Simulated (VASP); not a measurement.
# LiH (F-43m) in VASP: a series of runs

LiH is run at these levels: PBE, HSE06; tasks: single point.

All numbers are computed with VASP 6.6.1; they aren't measurements. Logs are shortened: lines on timing, memory, paths and dates and some standing lists are left out, and cuts for length are marked.

## 1. The cell of the first run

The structure is cubic, space group F-43m (No. 216). The conventional cell has a = 4.290 Å, b = 4.290 Å, c = 4.290 Å, α = 90.00°, β = 90.00°, γ = 90.00°. Within 2.5 Å of Li (site symmetry -43m) lie 4 H at 1.86 Å. Within 2.5 Å of H (site symmetry -43m) lie 4 Li at 1.86 Å.

## 2. Single point, PBE

INCAR

```
SYSTEM = LiH
PREC = Accurate
ENCUT = 520
EDIFF = 1E-6
ISMEAR = 0
SIGMA = 0.01
LREAL = .FALSE.
LASPH = .TRUE.
NELM = 60
ALGO = Normal
ISIF = 2
LWAVE = .FALSE.
LCHARG = .FALSE.
GGA = PE
NBANDS = 9
```

KPOINTS

```
regular mesh
0
G
  4 4 4
  0 0 0
```

POSCAR

```
LiH
1.0
    0.0000000000      2.1451220117      2.1451220117
    2.1451220117      0.0000000000      2.1451220117
    2.1451220117      2.1451220117      0.0000000000
Li H
1 1
Direct
    0.0000000000      0.0000000000      0.0000000000
    0.2500000000      0.2500000000      0.2500000000
```

Potentials or basis: VASP PAW PBE potentials, release 64 (Li_sv, H).

Started as:

```
> cat potpaw_PBE.64/Li_sv/POTCAR potpaw_PBE.64/H/POTCAR > POTCAR
> mpirun -np 1 vasp_std > vasp.out
```

OUTCAR:

```text
SYSTEM = LiH
   PREC = Accurate
   ENCUT = 520
   EDIFF = 1E-6
   ISMEAR = 0
   LREAL = .FALSE.
   LASPH = .TRUE.
   NELM = 60
   ISIF = 2
   GGA = PE

 ion  position               nearest neighbor table
   1  0.000  0.000  0.000-
   2  0.250  0.250  0.250-

  LATTYP: Found a face centered cubic cell.
 ALAT       =     4.2902440234

  Lattice vectors:

 A1 = (   0.0000000000,   2.1451220117,   2.1451220117)
 A2 = (   2.1451220117,   0.0000000000,   2.1451220117)
 A3 = (   2.1451220117,   2.1451220117,   0.0000000000)

Analysis of symmetry for initial positions (statically):
=====================================================================
 Subroutine PRICEL returns:
 Original cell was already a primitive cell.

 Routine SETGRP: Setting up the symmetry group for a
 face centered cubic supercell.

 Subroutine GETGRP returns: Found 24 space group operations
 (whereof 24 operations were pure point group operations)
 out of a pool of 48 trial point group operations.

The static configuration has the point symmetry T_d .

Analysis of symmetry for dynamics (positions and initial velocities):
=====================================================================
 Subroutine PRICEL returns:
 Original cell was already a primitive cell.

 Routine SETGRP: Setting up the symmetry group for a
 face centered cubic supercell.

 Subroutine GETGRP returns: Found 24 space group operations
 (whereof 24 operations were pure point group operations)
 out of a pool of 48 trial point group operations.

The dynamic configuration has the point symmetry T_d .

 Subroutine INISYM returns: Found 24 space group operations
 (whereof 24 operations are pure point group operations),
 and found     1 'primitive' translations

----------------------------------------------------------------------------------------

                                     Primitive cell

  volume of cell :      19.7418

  direct lattice vectors                    reciprocal lattice vectors
     0.000000000  2.145122012  2.145122012    -0.233086975  0.233086975  0.233086975
     2.145122012  0.000000000  2.145122012     0.233086975 -0.233086975  0.233086975
     2.145122012  2.145122012  0.000000000     0.233086975  0.233086975 -0.233086975

  length of vectors
     3.033660642  3.033660642  3.033660642     0.403718483  0.403718483  0.403718483

  position of ions in fractional coordinates (direct lattice)
     0.000000000  0.000000000  0.000000000
     0.250000000  0.250000000  0.250000000

  ion indices of the primitive-cell ions
   primitive index   ion index
                 1           1
                 2           2

----------------------------------------------------------------------------------------

 KPOINTS: regular mesh

Automatic generation of k-mesh.
 Grid dimensions read from file:
 generate k-points for:    4    4    4

 Generating k-lattice:

  Cartesian coordinates                     Fractional coordinates (reciprocal lattice)
    -0.058271744  0.058271744  0.058271744     0.250000000  0.000000000  0.000000000
     0.058271744 -0.058271744  0.058271744     0.000000000  0.250000000  0.000000000
     0.058271744  0.058271744 -0.058271744     0.000000000  0.000000000  0.250000000

  Length of vectors
     0.100929621  0.100929621  0.100929621

  Shift w.r.t. Gamma in fractional coordinates (k-lattice)
     0.000000000  0.000000000  0.000000000

 Subroutine IBZKPT returns following result:
 ===========================================

 Found      8 irreducible k-points:

 Following reciprocal coordinates:
            Coordinates               Weight
  0.000000  0.000000  0.000000      1.000000
  0.250000  0.000000  0.000000      8.000000
  0.500000  0.000000  0.000000      4.000000
  0.250000  0.250000  0.000000      6.000000
  0.500000  0.250000  0.000000     24.000000
 -0.250000  0.250000  0.000000     12.000000
  0.500000  0.500000  0.000000      3.000000
 -0.250000  0.500000  0.250000      6.000000
   k-points           NKPTS =      8   k-points in BZ     NKDIM =      8   number of bands    NBANDS=      9
   number of dos      NEDOS =    301   number of ions     NIONS =      2
   total plane-waves  NPLWV =  13824
   dimension x,y,z NGX =    24 NGY =   24 NGZ =   24
   dimension x,y,z NGXF=    48 NGYF=   48 NGZF=   48
   ions per type =               1   1
   NGX,Y,Z   is equivalent  to a cutoff of  13.15, 13.15, 13.15 a.u.
   NGXF,Y,Z  is equivalent  to a cutoff of  26.30, 26.30, 26.30 a.u.
 SYSTEM =  LiH
   PREC   = accura    normal or accurate (medium, high low for compatibility)
   ISTART =      0    job   : 0-new  1-cont  2-samecut
   ICHARG =      2    charge: 1-file 2-atom 10-const
   ISPIN  =      1    spin polarized calculation?
   LNONCOLLINEAR =      F non collinear calculations
   LSORBIT =      F    spin-orbit coupling
   LASPH  =      T    aspherical Exc in radial PAW
   ENCUT  =  520.0 eV  38.22 Ry    6.18 a.u.   5.64  5.64  5.64*2*pi/ulx,y,z
   NELM   =     60;   NELMIN=  2; NELMDL= -5     # of ELM steps
   EDIFF  = 0.1E-05   stopping-criterion for ELM
   LREAL  =      F    real-space projection
   EDIFFG = 0.1E-04   stopping-criterion for IOM
   NSW    =      0    number of steps for IOM
   IBRION =     -1    ionic relax: 0-MD 1-quasi-New 2-CG
   NFREE  =      0    steps in history (QN), initial steepest desc. (CG)
   ISIF   =      2    stress and relaxation
   ISYM   =      2    0-nonsym 1-usesym 2-fastsym
   POTIM  = 0.5000    time-step for ionic-motion
   TEBEG  =    0.0;   TEEND  =   0.0 temperature during run
   PSTRESS=    0.0 pullay stress
   NELECT =       4.0000    total number of electrons
   NUPDOWN=      -1.0000    fix difference up-down
   EMIN   =  10.00;   EMAX   =-10.00  energy-range for DOS
   EFERMI =   0.00;   METHOD = LEGACY
   ISMEAR =     0;   SIGMA  =   0.01  broadening in eV -4-tet -1-fermi 0-gaus
   EFERMI_NEDOS =   21; number of points for ismear=-14 and -15
   IALGO  =     38    algorithm
   IMIX   =      4    mixing-type and parameters
     AMIX     =   0.40;   BMIX     =  1.00
     AMIX_MAG =   1.60;   BMIX_MAG =  1.00
  volume/ion in A,a.u.               =       9.87        66.61
  Fermi-wavevector in a.u.,A,eV,Ry     =   0.961537  1.817042 12.579322  0.924554
  Thomas-Fermi vector in A             =   2.090918
   LORBIT       =      0    0 simple, 1 ext, 2 COOP (PROOUT), +10 PAW based schemes
   GGA     = PE    functional components
   LHFCALC =     F    Hartree Fock is set to
   AEXX    =    0.0000 exact exchange contribution
   IVDW    =     0    specifies the selected vdW correction
   LEPSILON=     F    determine dielectric tensor
   LRPA    =     F    only Hartree local field effects (RPA)
 non-spin polarized calculation
 Gauss-broadening in eV      SIGMA  =   0.01
  energy-cutoff  :      520.00
  volume of cell :       19.74
 maximum number of plane-waves:       544
 NGX is ok and might be reduce to    24
   NGX = 11   NGY = 11   NGZ = 11

 number of electron       3.9999993 magnetization

 Free energy of the ion-electron system (eV)
  ---------------------------------------------------
  ext. energy  EPLUGINS =         0.00000000
  ---------------------------------------------------
  free energy    TOTEN  =        -6.03427724 eV

  energy without entropy =       -6.03427724  energy(sigma->0) =       -6.03427724

 E-fermi :  -1.5182     XC(G=0):  -7.6972

 val. band max:       -1.6532086160   @ k =  -0.2500   0.5000   0.2500
 cond. band min:       2.5497894182   @ k =   0.5000   0.0000   0.0000
 fundamental gap:      4.2029980342
 Fermi energy:        -1.5181787266

 k-point     1 :       0.0000    0.0000    0.0000
  band No.  band energies     occupation
      1     -45.0091      2.00000
      2      -5.3547      2.00000
      3      11.4035      0.00000
      4      15.6117      0.00000
      5      15.6117      0.00000
      6      15.6117      0.00000
      7      18.1771      0.00000
      8      18.1771      0.00000
      9      18.1771      0.00000

 k-point     2 :       0.2500    0.0000    0.0000
  band No.  band energies     occupation
      1     -44.9978      2.00000
      2      -4.3993      2.00000
      3       6.6841      0.00000
      4      13.9627      0.00000
      5      13.9627      0.00000
      6      14.1325      0.00000
      7      19.2687      0.00000
      8      19.2687      0.00000
      9      21.0398      0.00000

 k-point     3 :       0.5000    0.0000    0.0000
  band No.  band energies     occupation
      1     -44.9866      2.00000
      2      -2.7224      2.00000
      3       2.5498      0.00000
      4      13.3975      0.00000
      5      13.3975      0.00000
      6      14.3944      0.00000
      7      17.3176      0.00000
      8      17.3176      0.00000
      9      20.9766      0.00000

 k-point     4 :       0.2500    0.2500    0.0000
  band No.  band energies     occupation
      1     -44.9941      2.00000
      2      -4.0933      2.00000
      3       8.0596      0.00000
      4      11.0078      0.00000
      5      11.0078      0.00000
      6      13.2903      0.00000
      7      16.3072      0.00000
      8      24.2960      0.00000
      9      24.9952      0.00000

 k-point     5 :       0.5000    0.2500    0.0000
  band No.  band energies     occupation
      1     -44.9828      2.00000
      2      -2.4018      2.00000
      3       3.8837      0.00000
      4       8.7458      0.00000
      5      10.4886      0.00000
      6      13.3105      0.00000
      7      18.4607      0.00000
      8      23.1597      0.00000
      9      23.6327      0.00000

 k-point     6 :      -0.2500    0.2500    0.0000
  band No.  band energies     occupation
      1     -44.9866      2.00000
      2      -2.9861      2.00000
      3       4.2964      0.00000
      4       8.8349      0.00000
      5      12.6878      0.00000
      6      14.6659      0.00000
      7      18.7713      0.00000
      8      21.3274      0.00000
      9      22.6066      0.00000

 k-point     7 :       0.5000    0.5000    0.0000
  band No.  band energies     occupation
      1     -44.9792      2.00000
      2      -2.0056      2.00000
      3       5.5307      0.00000
      4       8.2939      0.00000
      5       9.0734      0.00000
      6       9.0734      0.00000
      7      16.7059      0.00000
      8      26.8450      0.00000
      9      31.0905      0.00000

 k-point     8 :      -0.2500    0.5000    0.2500
  band No.  band energies     occupation
      1     -44.9791      2.00000
      2      -1.6532      2.00000
      3       4.7010      0.00000
      4       5.2118      0.00000
      5       9.3467      0.00000
      6      16.3893      0.00000
      7      18.4335      0.00000
      8      19.8152      0.00000
      9      25.1841      0.00000

------------------------ aborting loop because EDIFF is reached ----------------------------------------

  FORCE on cell =-STRESS in cart. coord.  units (eV):
  Direction    XX          YY          ZZ          XY          YZ          ZX
  --------------------------------------------------------------------------------------
  -------------------------------------------------------------------------------------
  Total       -0.0342722     -0.0342722     -0.0342722      0.0000000      0.0000000     -0.0000000
  in kB       -2.7814223     -2.7814223     -2.7814223      0.0000000      0.0000000     -0.0000000
  external PRESSURE =      -2.7814223 kB  Pullay stress =       0.0000000 kB

 VOLUME and BASIS-vectors are now :
 -----------------------------------------------------------------------------
  energy-cutoff  :      520.00
  volume of cell :       19.74
      direct lattice vectors                 reciprocal lattice vectors
     0.000000000  2.145122012  2.145122012    -0.233086975  0.233086975  0.233086975
     2.145122012  0.000000000  2.145122012     0.233086975 -0.233086975  0.233086975
     2.145122012  2.145122012  0.000000000     0.233086975  0.233086975 -0.233086975

 POSITION                                       TOTAL-FORCE (eV/Angst)
 -----------------------------------------------------------------------------------
      0.00000      0.00000      0.00000         0.000000      0.000000     -0.000000
      1.07256      1.07256      1.07256        -0.000000     -0.000000      0.000000
 -----------------------------------------------------------------------------------
    total drift:                               -0.000000     -0.000000     -0.000000

  FREE ENERGIE OF THE ION-ELECTRON SYSTEM (eV)
  ---------------------------------------------------
  free  energy   TOTEN  =        -6.0342772414 eV

  energy  without entropy=       -6.0342772414  energy(sigma->0) =       -6.03427724
```

Wall time 2.2 s (1 thread of AMD EPYC 7R13 (Zen 3), shared host); peak memory 0.1 GiB.

What came out:

```yaml
Free_energy: -6.0343 eV
Band_gap_on_the_k_mesh: 4.20 eV, indirect (least direct gap 5.27 eV)
```

Caveat: the k points lie up to 0.63 Å⁻¹ apart; the cutoff is under 1.25 times the usual one of these potentials, so pressure, stress and relaxed cells hold a basis-set (Pulay) error. A k mesh can miss the band edges.

## 3. Single point, HSE06

POSCAR is that of step 2.

INCAR.step1

```
SYSTEM = LiH
ALGO = Normal
EDIFF = 1E-5
ENCUT = 520
GGA = PE
ISIF = 2
ISMEAR = 0
LASPH = .TRUE.
LCHARG = .FALSE.
LREAL = .FALSE.
LWAVE = .TRUE.
NBANDS = 9
NELM = 100
PREC = Accurate
SIGMA = 0.01
```

INCAR.step2

```
SYSTEM = LiH
ALGO = Normal
EDIFF = 1E-6
ENCUT = 520
GGA = PE
HFSCREEN = 0.2079
ISIF = 2
ISMEAR = 0
ISTART = 1
LASPH = .TRUE.
LCHARG = .FALSE.
LHFCALC = .TRUE.
LREAL = .FALSE.
LWAVE = .FALSE.
NBANDS = 9
NELM = 100
PREC = Accurate
PRECFOCK = Normal
SIGMA = 0.01
```

KPOINTS

```
k-points
0
G
  4 4 4
  0 0 0
```

Potentials or basis: VASP PAW PBE potentials, release 64 (Li_sv, H).

Started as:

```
> cat potpaw_PBE.64/Li_sv/POTCAR potpaw_PBE.64/H/POTCAR > POTCAR
> cp INCAR.step1 INCAR
> mpirun -np 1 vasp_std > vasp.out
> cp INCAR.step2 INCAR
> mpirun -np 1 vasp_std > vasp.out
```

Wall time 17 s (1 thread of AMD EPYC 7R13 (Zen 3), shared host); peak memory 0.2 GiB.

It converged, with:

```yaml
Free_energy: -6.6867 eV
Band_gap_on_the_k_mesh: 5.25 eV, indirect (least direct gap 6.42 eV)
```

Levels at points of the mesh, in eV from the valence-band top:
```tsv
k point	band 1	band 2	band 3	band 4	band 5	band 6
(0.00, 0.00, 0.00)	-46.26	-4.15	14.65	18.86	18.86	18.86
(0.50, 0.00, 0.00)	-46.23	-1.18	5.25	16.61	16.61	17.62
(0.50, 0.50, 0.00)	-46.22	-0.37	8.32	11.25	12.13	12.13
```

Caveat: the k points lie up to 0.63 Å⁻¹ apart; the cutoff is under 1.25 times the usual one of these potentials, so pressure, stress and relaxed cells hold a basis-set (Pulay) error; the PAW data sets were made with another functional, which shifts forces and pressure a little. A k mesh can miss the band edges.
